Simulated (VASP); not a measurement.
# LiF (Imm2) in VASP: a series of runs

The runs below take LiF through single point, with PBEsol.

Program: VASP 6.6.1. These are calculated values, not measurements. Logs are shortened: lines on timing, memory, paths and dates and some standing lists are left out, and cuts for length are marked.

### 1 The cell of the first run

The structure is orthorhombic, space group Imm2 (No. 44). The conventional cell has a = 2.848 Å, b = 4.028 Å, c = 2.848 Å, α = 90.00°, β = 90.00°, γ = 90.00°. Within 2.6 Å of Li (site symmetry mm2) lie 6 F at 1.94 to 2.09 Å. Within 2.6 Å of F (site symmetry mm2) lie 6 Li at 1.94 to 2.09 Å.

### 2 Single point, PBEsol

Input file INCAR:

```
SYSTEM = LiF
  PREC = Accurate
  ENCUT = 520
  EDIFF = 1E-6
  ISMEAR = 0
  SIGMA = 0.05
  LREAL = .False.
  LASPH = .True.
  NELM = 60
  ALGO = Normal
  ISIF = 2
  LWAVE = .False.
  LCHARG = .False.
  GGA = PS
  NBANDS = 12
```

Input file KPOINTS:

```
regular mesh
0
Gamma
  10 10 10
  0 0 0
```

Input file POSCAR:

```
LiF
1.0
    0.0000000000      2.0140000000      2.0140000000
    2.0140000000      0.0000000000      2.0140000000
    2.0140000000      2.0140000000      0.0000000000
Li F
1 1
Direct
    0.0351095721      0.0000000000      0.0000000000
    0.5000000000      0.5000000000      0.5000000000
```

Potentials or basis: VASP PAW PBE potentials, release 64 (Li_sv, F).

Run with:

```sh
cat potpaw_PBE.64/Li_sv/POTCAR potpaw_PBE.64/F/POTCAR > POTCAR
mpirun -np 1 vasp_std > vasp.out
```

OUTCAR:

```text
SYSTEM = LiF
   PREC = Accurate
   ENCUT = 520
   EDIFF = 1E-6
   ISMEAR = 0
   LREAL = .False.
   LASPH = .True.
   NELM = 60
   ISIF = 2
   GGA = PS

 ion  position               nearest neighbor table
   1  0.035  0.000  0.000-   2 1.94   2 1.94   2 2.02   2 2.02   2 2.09   2 2.09
   2  0.500  0.500  0.500-   1 1.94   1 1.94   1 2.02   1 2.02   1 2.09   1 2.09

  LATTYP: Found a face centered cubic cell.
 ALAT       =     4.0280000000

  Lattice vectors:

 A1 = (   0.0000000000,   2.0140000000,   2.0140000000)
 A2 = (   2.0140000000,   0.0000000000,   2.0140000000)
 A3 = (   2.0140000000,   2.0140000000,   0.0000000000)

Analysis of symmetry for initial positions (statically):
=====================================================================
 Subroutine PRICEL returns:
 Original cell was already a primitive cell.

 Routine SETGRP: Setting up the symmetry group for a
 face centered cubic supercell.

 Subroutine GETGRP returns: Found  4 space group operations
 (whereof  4 operations were pure point group operations)
 out of a pool of 48 trial point group operations.

The static configuration has the point symmetry C_2v.

Analysis of symmetry for dynamics (positions and initial velocities):
=====================================================================
 Subroutine PRICEL returns:
 Original cell was already a primitive cell.

 Routine SETGRP: Setting up the symmetry group for a
 face centered cubic supercell.

 Subroutine GETGRP returns: Found  4 space group operations
 (whereof  4 operations were pure point group operations)
 out of a pool of 48 trial point group operations.

The dynamic configuration has the point symmetry C_2v.

 Subroutine INISYM returns: Found  4 space group operations
 (whereof  4 operations are pure point group operations),
 and found     1 'primitive' translations

----------------------------------------------------------------------------------------

                                     Primitive cell

  volume of cell :      16.3384

  direct lattice vectors                    reciprocal lattice vectors
     0.000000000  2.014000000  2.014000000    -0.248262165  0.248262165  0.248262165
     2.014000000  0.000000000  2.014000000     0.248262165 -0.248262165  0.248262165
     2.014000000  2.014000000  0.000000000     0.248262165  0.248262165 -0.248262165

  length of vectors
     2.848226115  2.848226115  2.848226115     0.430002683  0.430002683  0.430002683

  position of ions in fractional coordinates (direct lattice)
     0.035109572  0.000000000  0.000000000
     0.500000000  0.500000000  0.500000000

  ion indices of the primitive-cell ions
   primitive index   ion index
                 1           1
                 2           2

----------------------------------------------------------------------------------------

 KPOINTS: regular mesh

Automatic generation of k-mesh.
 Grid dimensions read from file:
 generate k-points for:   10   10   10

 Generating k-lattice:

  Cartesian coordinates                     Fractional coordinates (reciprocal lattice)
    -0.024826216  0.024826216  0.024826216     0.100000000  0.000000000  0.000000000
     0.024826216 -0.024826216  0.024826216     0.000000000  0.100000000  0.000000000
     0.024826216  0.024826216 -0.024826216     0.000000000  0.000000000  0.100000000

  Length of vectors
     0.043000268  0.043000268  0.043000268

  Shift w.r.t. Gamma in fractional coordinates (k-lattice)
     0.000000000  0.000000000  0.000000000

 Subroutine IBZKPT returns following result:
 ===========================================

 Found    171 irreducible k-points:

 Following reciprocal coordinates:
            Coordinates               Weight
  0.000000  0.000000  0.000000      1.000000
  0.100000  0.000000  0.000000      4.000000
  0.000000  0.100000  0.000000      4.000000
  0.200000  0.000000  0.000000      4.000000
  0.000000  0.200000  0.000000      4.000000
  0.300000  0.000000  0.000000      4.000000
[... 16 lines left out ...]
  0.000000  0.400000  0.100000      4.000000
  0.100000  0.000000  0.400000      8.000000
 [... further k-points ...]
   k-points           NKPTS =    171   k-points in BZ     NKDIM =    171   number of bands    NBANDS=     12
   number of dos      NEDOS =    301   number of ions     NIONS =      2
   total plane-waves  NPLWV =  13824
   dimension x,y,z NGX =    24 NGY =   24 NGZ =   24
   dimension x,y,z NGXF=    48 NGYF=   48 NGZF=   48
   ions per type =               1   1
   NGX,Y,Z   is equivalent  to a cutoff of  14.01, 14.01, 14.01 a.u.
   NGXF,Y,Z  is equivalent  to a cutoff of  28.02, 28.02, 28.02 a.u.
 SYSTEM =  LiF
   PREC   = accura    normal or accurate (medium, high low for compatibility)
   ISTART =      0    job   : 0-new  1-cont  2-samecut
   ICHARG =      2    charge: 1-file 2-atom 10-const
   ISPIN  =      1    spin polarized calculation?
   LNONCOLLINEAR =      F non collinear calculations
   LSORBIT =      F    spin-orbit coupling
   LASPH  =      T    aspherical Exc in radial PAW
   ENCUT  =  520.0 eV  38.22 Ry    6.18 a.u.   5.30  5.30  5.30*2*pi/ulx,y,z
   NELM   =     60;   NELMIN=  2; NELMDL= -5     # of ELM steps
   EDIFF  = 0.1E-05   stopping-criterion for ELM
   LREAL  =      F    real-space projection
   EDIFFG = 0.1E-04   stopping-criterion for IOM
   NSW    =      0    number of steps for IOM
   IBRION =     -1    ionic relax: 0-MD 1-quasi-New 2-CG
   NFREE  =      0    steps in history (QN), initial steepest desc. (CG)
   ISIF   =      2    stress and relaxation
   ISYM   =      2    0-nonsym 1-usesym 2-fastsym
   POTIM  = 0.5000    time-step for ionic-motion
   TEBEG  =    0.0;   TEEND  =   0.0 temperature during run
   PSTRESS=    0.0 pullay stress
   NELECT =      10.0000    total number of electrons
   NUPDOWN=      -1.0000    fix difference up-down
   EMIN   =  10.00;   EMAX   =-10.00  energy-range for DOS
   EFERMI =   0.00;   METHOD = LEGACY
   ISMEAR =     0;   SIGMA  =   0.05  broadening in eV -4-tet -1-fermi 0-gaus
   EFERMI_NEDOS =   21; number of points for ismear=-14 and -15
   IALGO  =     38    algorithm
   IMIX   =      4    mixing-type and parameters
     AMIX     =   0.40;   BMIX     =  1.00
     AMIX_MAG =   1.60;   BMIX_MAG =  1.00
  volume/ion in A,a.u.               =       8.17        55.13
  Fermi-wavevector in a.u.,A,eV,Ry     =   1.389970  2.626662 26.286674  1.932016
  Thomas-Fermi vector in A             =   2.513950
   LORBIT       =      0    0 simple, 1 ext, 2 COOP (PROOUT), +10 PAW based schemes
   GGA     = PS    functional components
   LHFCALC =     F    Hartree Fock is set to
   AEXX    =    0.0000 exact exchange contribution
   IVDW    =     0    specifies the selected vdW correction
   LEPSILON=     F    determine dielectric tensor
   LRPA    =     F    only Hartree local field effects (RPA)
 non-spin polarized calculation
 Gauss-broadening in eV      SIGMA  =   0.05
  energy-cutoff  :      520.00
  volume of cell :       16.34
 maximum number of plane-waves:       459
 NGX is ok and might be reduce to    24
   NGX = 11   NGY = 11   NGZ = 11

 number of electron      10.0000000 magnetization

 number of electron       9.9999996 magnetization

 Free energy of the ion-electron system (eV)
  ---------------------------------------------------
  ext. energy  EPLUGINS =         0.00000000
  ---------------------------------------------------
  free energy    TOTEN  =        -9.84341772 eV

  energy without entropy =       -9.84341772  energy(sigma->0) =       -9.84341772

 E-fermi :  -0.6889     XC(G=0): -10.1980

 val. band max:       -1.1082933447   @ k =   0.0000   0.0000   0.0000
 cond. band min:       7.7916308019   @ k =   0.0000   0.0000   0.0000
 fundamental gap:      8.8999241467
 Fermi energy:        -0.6888859773

 k-point     1 :       0.0000    0.0000    0.0000
  band No.  band energies     occupation
      1     -41.3100      2.00000
      2     -20.9758      2.00000
      3      -1.1276      2.00000
      4      -1.1093      2.00000
      5      -1.1083      2.00000
      6       7.7916      0.00000
      7      22.2189      0.00000
      8      22.2479      0.00000
      9      22.7410      0.00000
     10      22.9994      0.00000
     11      23.5429      0.00000
     12      23.5571      0.00000

 k-point     2 :       0.1000    0.0000    0.0000
  band No.  band energies     occupation
      1     -41.3036      2.00000
      2     -20.9357      2.00000
      3      -1.4038      2.00000
      4      -1.1511      2.00000
      5      -1.1319      2.00000
      6       8.0888      0.00000
      7      19.9211      0.00000
      8      21.3627      0.00000
      9      21.4653      0.00000
     10      23.9783      0.00000
     11      24.0653      0.00000
     12      24.3914      0.00000

 k-point     3 :       0.0000    0.1000    0.0000
  band No.  band energies     occupation
      1     -41.3036      2.00000
      2     -20.9361      2.00000
      3      -1.4156      2.00000
      4      -1.1390      2.00000
      5      -1.1303      2.00000
      6       8.0861      0.00000
      7      19.9445      0.00000
      8      21.3892      0.00000
      9      21.4599      0.00000
     10      23.7690      0.00000
     11      24.1340      0.00000
     12      24.4950      0.00000

 k-point     4 :       0.2000    0.0000    0.0000
  band No.  band energies     occupation
      1     -41.2876      2.00000
      2     -20.8301      2.00000
      3      -2.1073      2.00000
      4      -1.2114      2.00000
      5      -1.1928      2.00000
      6       8.7449      0.00000
      7      17.4846      0.00000
      8      19.9402      0.00000
      9      19.9827      0.00000
     10      25.0136      0.00000
     11      25.4044      0.00000
     12      25.5539      0.00000

 k-point     5 :       0.0000    0.2000    0.0000
  band No.  band energies     occupation
      1     -41.2874      2.00000
      2     -20.8317      2.00000
      3      -2.1128      2.00000
      4      -1.2001      2.00000
      5      -1.1930      2.00000
      6       8.7369      0.00000
      7      17.4985      0.00000
      8      19.9670      0.00000
      9      20.0122      0.00000
     10      24.8462      0.00000
     11      25.3947      0.00000
     12      25.6432      0.00000
[... 228 lines left out ...]
      1     -41.2707      2.00000
      2     -20.7063      2.00000
      3      -2.6663      2.00000
      4      -1.4200      2.00000
      5      -1.3465      2.00000
      6       9.4857      0.00000
      7      16.2146      0.00000
      8      18.8784      0.00000
      9      19.0355      0.00000
     10      23.6093      0.00000
     11      28.1181      0.00000
     12      28.3996      0.00000

 k-point    22 :       0.4000    0.1000    0.0000
  band No.  band energies     occupation
      1     -41.2535      2.00000
      2     -20.5808      2.00000
      3      -3.2906      2.00000
      4      -1.4909      2.00000
      5      -1.4462      2.00000
      6       9.8452      0.00000
      7      15.3660      0.00000
      8      17.9435      0.00000
      9      18.3698      0.00000
     10      25.3942      0.00000
     11      29.4820      0.00000
     12      29.6849      0.00000

 k-point    23 :       0.0000    0.4000    0.1000
  band No.  band energies     occupation
      1     -41.2531      2.00000
      2     -20.5839      2.00000
      3      -3.2893      2.00000
      4      -1.4899      2.00000
      5      -1.4425      2.00000
      6       9.8436      0.00000
      7      15.3798      0.00000
      8      17.7693      0.00000
      9      18.5986      0.00000
     10      25.3315      0.00000
     11      29.5009      0.00000
     12      29.6283      0.00000

 k-point    24 :       0.1000    0.0000    0.4000
  band No.  band energies     occupation
      1     -41.2530      2.00000
      2     -20.5849      2.00000
      3      -3.2863      2.00000
      4      -1.4837      2.00000
      5      -1.4489      2.00000
      6       9.8466      0.00000
      7      15.3264      0.00000
      8      17.9973      0.00000
      9      18.4139      0.00000
     10      25.3902      0.00000
     11      29.3752      0.00000
     12      29.6407      0.00000

 [... further k-points ...]
[... 5 lines left out ...]
  --------------------------------------------------------------------------------------
  -------------------------------------------------------------------------------------
  Total       -0.1396150     -0.0626249     -0.0626249      0.0000000     -0.0090637      0.0000000
  in kB      -13.6909691     -6.1411432     -6.1411432      0.0000000     -0.8888099      0.0000000
  external PRESSURE =      -8.6577518 kB  Pullay stress =       0.0000000 kB

 VOLUME and BASIS-vectors are now :
 -----------------------------------------------------------------------------
  energy-cutoff  :      520.00
  volume of cell :       16.34
      direct lattice vectors                 reciprocal lattice vectors
     0.000000000  2.014000000  2.014000000    -0.248262165  0.248262165  0.248262165
     2.014000000  0.000000000  2.014000000     0.248262165 -0.248262165  0.248262165
     2.014000000  2.014000000  0.000000000     0.248262165  0.248262165 -0.248262165

 POSITION                                       TOTAL-FORCE (eV/Angst)
 -----------------------------------------------------------------------------------
      0.00000      0.07071      0.07071         0.000000     -0.121123     -0.121123
      2.01400      2.01400      2.01400         0.000000      0.121123      0.121123
 -----------------------------------------------------------------------------------
    total drift:                                0.000001     -0.000130     -0.000130

  FREE ENERGIE OF THE ION-ELECTRON SYSTEM (eV)
  ---------------------------------------------------
  free  energy   TOTEN  =        -9.8434177155 eV

  energy  without entropy=       -9.8434177155  energy(sigma->0) =       -9.84341772
```

Wall time 23 s (1 thread of Intel Xeon 6975P-C, shared host); peak memory 0.15 GiB.

What came out:

- Free energy: -9.8434 eV
- Largest force: 0.171 eV/Å
- Band gap on the k mesh: 8.90 eV, direct

Forces in eV/Å, atoms in the order of the input:
```
Li   0.000 -0.121 -0.121
F    0.000  0.121  0.121
```

Caveat: the cell differs from its parent crystal (all Li atoms moved -0.100 Å, as atom 1 towards its neighbour atom 1 (Li) at 2.848 Å); the cutoff is under 1.25 times the usual one of these potentials, so pressure, stress and relaxed cells hold a basis-set (Pulay) error; the PAW data sets were made with another functional, which shifts forces and pressure a little.

### 3 Single point, PBEsol

Input file INCAR:

```
SYSTEM = LiF
PREC     = Accurate       ! precision mode
ENCUT    = 520            ! plane-wave cutoff, eV
EDIFF    = 1E-7           ! SCF threshold, eV
ISMEAR   = 0              ! smearing method
SIGMA    = 0.05           ! smearing width, eV
LREAL    = .FALSE.        ! projectors in reciprocal space
LASPH    = .TRUE.         ! aspherical terms in the spheres
NELM     = 80             ! most SCF steps
ALGO     = Normal         ! electronic algorithm
ISIF     = 2              ! what is computed and relaxed
LWAVE    = .FALSE.        ! write WAVECAR
LCHARG   = .FALSE.        ! write CHGCAR
GGA      = PS             ! functional
NBANDS   = 12             ! bands
```

Input file KPOINTS:

```
Automatic mesh
0
G
  10 10 10
  0 0 0
```

POSCAR, as its differences from that of step 2:

```diff
@@ -8,3 +8,3 @@
 Direct
-    0.0351095721      0.0000000000      0.0000000000
+   -0.0263321790      0.0000000000      0.0000000000
     0.5000000000      0.5000000000      0.5000000000
```

Potentials or basis: VASP PAW PBE potentials, release 64 (Li_sv, F).

Run with:

```sh
cat potpaw_PBE.64/Li_sv/POTCAR potpaw_PBE.64/F/POTCAR > POTCAR
mpirun -np 1 vasp_std > vasp.out
```

Wall time 26 s (1 thread of Intel Xeon 6975P-C, shared host); peak memory 0.15 GiB.

Results (log left out):

| Item | Value |
| --- | --- |
| Free energy | -9.8471 eV |
| Largest force | 0.127 eV/Å |
| Band gap on the k mesh | 8.91 eV, direct |

Forces in eV/Å, atoms in the order of the input:
```
Li   0.000  0.090  0.090
F    0.000 -0.090 -0.090
```

Levels at points of the mesh, in eV from the valence-band top:
```tsv
k point	band 2	band 3	band 4	band 5	band 6	band 7	band 8	band 9
(0.00, 0.00, 0.00)	-19.87	-0.01	0.00	0.00	8.91	23.47	23.49	23.84
(0.50, 0.00, 0.00)	-19.42	-2.56	-0.24	-0.23	10.58	16.53	18.76	18.77
(0.00, 0.50, 0.00)	-19.43	-2.56	-0.24	-0.24	10.58	16.50	18.76	18.84
(0.50, 0.50, 0.00)	-19.16	-3.06	-1.02	-1.01	14.60	16.16	17.29	20.12
(0.00, 0.50, 0.50)	-19.15	-3.06	-1.02	-1.01	14.63	16.13	17.20	20.10
```

Caveat: the cell differs from its parent crystal (all Li atoms moved +0.075 Å, as atom 1 towards its neighbour atom 1 (Li) at 2.848 Å); the cutoff is under 1.25 times the usual one of these potentials, so pressure, stress and relaxed cells hold a basis-set (Pulay) error; the PAW data sets were made with another functional, which shifts forces and pressure a little. A k mesh can miss the band edges.

(Continued in part 2 of 2.)
